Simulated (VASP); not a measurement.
Input of a VASP 6.6.1 run:

POSCAR

```
AlP
1.0
    0.0000000000      2.9711838392      2.9711838392
    2.9711838392      0.0000000000      2.9711838392
    2.9711838392      2.9711838392      0.0000000000
Al P
1 1
Direct
    0.0000000000      0.0000000000      0.0000000000
    0.7500000000      0.7500000000      0.7500000000
```

Contents of INCAR.step1:

```
SYSTEM = AlP
  ALGO = Normal
  EDIFF = 1E-5
  ENCUT = 550
  GGA = PE
  GGA_COMPAT = .FALSE.
  ISMEAR = 0
  LASPH = .TRUE.
  LCHARG = .FALSE.
  LREAL = .FALSE.
  LWAVE = .TRUE.
  NBANDS = 11
  NELM = 120
  PREC = Accurate
  SIGMA = 0.1
```

File INCAR.step2:

```
SYSTEM = AlP
  ALGO = Normal
  EDIFF = 1E-6
  ENCUT = 550
  GGA_COMPAT = .FALSE.
  ISIF = 2
  ISMEAR = 0
  ISTART = 1
  LASPH = .TRUE.
  LCHARG = .FALSE.
  LMIXTAU = .TRUE.
  LREAL = .FALSE.
  LWAVE = .FALSE.
  METAGGA = R2SCAN
  NBANDS = 11
  NELM = 120
  PREC = Accurate
  SIGMA = 0.1
```

File KPOINTS:

```
k-points
0
G
  4 4 4
  0 0 0
```

Potentials or basis: VASP PAW PBE potentials, release 64 (Al, P).

The run is started by

```sh
$ cat potpaw_PBE.64/Al/POTCAR potpaw_PBE.64/P/POTCAR > POTCAR
$ cp INCAR.step1 INCAR
$ mpirun -np 1 vasp_std > vasp.out
$ cp INCAR.step2 INCAR
$ mpirun -np 1 vasp_std > vasp.out
```

Question: Estimate the pressure.

Answer: -13.3 GPa.

Question: Estimate the band gap on the k mesh.

Answer: 1.79 eV, direct.

Caveat: the k points lie up to 0.46 Å⁻¹ apart; the PAW data sets were made with another functional, which shifts forces and pressure a little. r2SCAN opens gaps a little over a GGA but as a rule still falls short of measured ones.
